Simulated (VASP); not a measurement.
A run of VASP 6.6.1 is set up as follows.

The input INCAR:

```
ALGO = Normal
EDIFF = 1E-7
EDIFFG = -0.03
ENCUT = 500
GGA = PE
GGA_COMPAT = F
IBRION = 2
ISIF = 3
ISMEAR = 1
LASPH = T
LCHARG = F
LREAL = F
LWAVE = F
NELM = 120
NELMIN = 4
NSW = 60
PREC = Accurate
PSTRESS = 200.0
SIGMA = 0.1
```

KPOINTS

```
k-points
0
Gamma
  21 21 21
```

POSCAR

```
Ir
1.0
   -1.5200000000      1.5200000000      1.5200000000
    1.5200000000     -1.5200000000      1.5200000000
    1.5200000000      1.5200000000     -1.5200000000
Ir
1
Direct
    0.0000000000      0.0000000000      0.0000000000
```

Potentials or basis: VASP PAW PBE potentials, release 64 (Ir).

The run is started by

```console
$ cat potpaw_PBE.64/Ir/POTCAR > POTCAR
$ mpirun -np 1 vasp_std > vasp.out
```

(1) What does it give for the relaxed volume?

(2) Predict the space group after relaxing (to 0.1 Å).

Answers

(1) 14.25 Å³/atom.

(2) Im-3m (No. 229).

Caveat: the cell is relaxed towards a set pressure, so the run minimises the enthalpy, not the energy.
